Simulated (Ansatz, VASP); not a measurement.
## Na2BrF in VASP and in Ansatz

Contents of INCAR:

```
PREC = Accurate
ENCUT = 520
EDIFF = 1E-7
ISMEAR = 0
SIGMA = 0.02
LREAL = False
LASPH = True
NELM = 100
ALGO = Normal
ISIF = 2
LWAVE = False
LCHARG = True
GGA = PE
LELF = True
LVHAR = True
NBANDS = 22
```

KPOINTS

```
Automatic mesh
0
Gamma
  9 9 9
```

POSCAR

```
Na2BrF
1.0
    1.9077006240      1.1014114689      6.2854040513
   -1.9077006240      1.1014114689      6.2854040513
    0.0000000000     -2.2028229376      6.2854040513
Na Br F
2 1 1
Direct
    0.2662272359      0.2662272359      0.2662272359
    0.7337727641      0.7337727641      0.7337727641
    0.5000000000      0.5000000000      0.5000000000
    0.0000000000      0.0000000000      0.0000000000
```

Input for Ansatz:

```yaml
crystal:
  lattice:
    - [1.907700624, 1.1014114689, 6.2854040513]
    - [-1.907700624, 1.1014114689, 6.2854040513]
    - [0.0, -2.2028229376, 6.2854040513]
  atoms:
    - { symbol: Na, position: [0.2662272359, 0.2662272359, 0.2662272359] }
    - { symbol: Na, position: [0.7337727641, 0.7337727641, 0.7337727641] }
    - { symbol: Br, position: [0.5, 0.5, 0.5] }
    - { symbol: F, position: [0.0, 0.0, 0.0] }
basis:
  ecutwfc: 420
kpoints:
  mp_grid: { grid: [9, 9, 9] }
hamiltonian:
  xc: pbe
scf:
  occupations: { method: gaussian, width: 0.02 }
output:
  eigenvalues: true
  states_by_energy: {}
checkpoint:
  read: start.run
  write: ck
  compress: false
  write_wavefunctions: false
  write_every: 100000
```

Alike in both runs: task single point; functional PBE; k mesh 9 × 9 × 9; occupations gaussian, width 0.02 eV; no spin polarisation.

|  | VASP | Ansatz |
| --- | --- | --- |
| version | VASP 6.6.1 | Ansatz 0.2.0 |
| potentials or method | VASP PAW PBE potentials, release 64 (Na_pv, Br, F), cutoff 520 eV | scalar-relativistic, plane waves, PAW |
| valence electrons in the cell | 28 | 32 |

|  | VASP | Ansatz | Ansatz less VASP |
| --- | --- | --- | --- |
| gap on the k mesh at the Fermi level (eV) | 3.09 | 3.10 | +0.005 |
| least direct gap on the mesh (eV) | 3.09 | 3.10 | +0.005 |

VASP's potentials hold 28 valence electrons a cell and Ansatz's 32, so a difference there can come from the potentials and not from the codes.
